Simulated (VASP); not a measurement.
Runs of VASP 6.6.1 on Au. The structure is that of space group I4/mmm (No. 139), or close to it. The cells are those of the table. 

```csv
cell,further INCAR settings,gap on the mesh (eV),pressure (GPa)
"a = 2.853, b = 2.853, c = 2.969 Å, angles 58.6, 58.6, 62.7°, 1 atom",ALGO = Fast; EDIFF = 1e-06; NBANDS = 12,none,-0.2
"a = 2.941, b = 2.941, c = 2.797 Å, angles 61.6, 61.6, 56.8°, 1 atom",ALGO = Fast; EDIFF = 1e-06; NBANDS = 12,none,0.2
"a = 2.811, b = 2.811, c = 3.334 Å, angles 53.6, 53.6, 72.7°, 1 atom",ALGO = Fast; EDIFF = 1e-07; NBANDS = 12,none,(a)
"a = 3.216, b = 3.216, c = 2.523 Å, angles 66.9, 66.9, 46.2°, 1 atom",ALGO = Fast; EDIFF = 1e-06; NBANDS = 12,none,21.6
```

Alike in all rows: task single point; level PBEsol; potentials or basis VASP PAW PBE potentials, release 64 (Au); no spin polarisation; k mesh 28 × 28 × 28; cutoff (eV) 520; smearing gaussian 0.15 eV.

Problem. Estimate the missing entries.

Solution. (a) 0.1.

Caveats: the PAW data sets were made with another functional, which shifts forces and pressure a little; spin-orbit coupling is left out, which moves the levels of the heavy elements.

A k mesh can miss the band edges, and the runs leave out spin-orbit coupling on Au.

A gap of «none» marks levels without a gap at the run's occupations.
